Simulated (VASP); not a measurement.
**TiH4: single point with PBE**

TiH4:

```
CELL_PARAMETERS angstrom
0.00000 3.79700 3.79700
3.79700 0.00000 3.79700
3.79700 3.79700 0.00000
ATOMIC_POSITIONS crystal
Ti 0.25000 0.25000 0.25000
Ti 0.75000 0.75000 0.75000
H 0.56725 0.56725 0.56725
H 0.56725 0.56725 0.29825
H 0.56725 0.29825 0.56725
H 0.29825 0.56725 0.56725
H 0.43275 0.43275 0.70175
H 0.43275 0.43275 0.43275
H 0.43275 0.70175 0.43275
H 0.70175 0.43275 0.43275
```

The cell was generated, and may not be a known phase.

* Program: VASP 6.6.1
* Task: single point
* Functional: PBE
* Potentials or basis: VASP PAW PBE potentials, release 64 (Ti_sv, H)
* Cutoff: 520 eV
* k mesh: 4 × 4 × 4
* Occupations: gaussian, width 0.1 eV
* Spin: no spin polarisation
* Dipole correction: no
* Further INCAR settings: ALGO = Normal; EDIFF = 1e-06; NBANDS = 27

The pressure is 0.5 GPa and the largest force is 2.986 eV/Å. The band gap on the k mesh is zero (bands 16 and 17 overlap by 0.49 eV).

Forces on the atoms (eV/Å):
```
Ti   0.000  0.000  0.000
Ti   0.000  0.000  0.000
H    1.724  1.724  1.724
H   -1.724 -1.724  1.724
H   -1.724  1.724 -1.724
H    1.724 -1.724 -1.724
H    1.724  1.724 -1.724
H   -1.724 -1.724 -1.724
H    1.724 -1.724  1.724
H   -1.724  1.724  1.724
```

Levels at points of the mesh, in eV from the Fermi level:
```
           k point  band 11  band 12  band 13  band 14  band 15  band 16  band 17  band 18  band 19  band 20
(0.00, 0.00, 0.00)    -6.34    -6.34    -2.62    -0.54    -0.54     0.43     0.43     0.43     0.63     0.63
(0.50, 0.00, 0.00)    -6.37    -6.37    -1.13    -0.19    -0.19    -0.18     0.13     0.13     0.26     0.26
(0.50, 0.50, 0.00)    -6.42    -6.42    -1.19    -0.61    -0.29     0.13     0.13     0.24     0.62     0.62
```

Run time: 58 s on 1 thread of Intel Xeon 8259CL, with other jobs on the host, peak memory 0.24 GiB.

Caveat: forces of over 1 eV/Å act on the atoms, so gaps and moduli don't describe the material at rest.
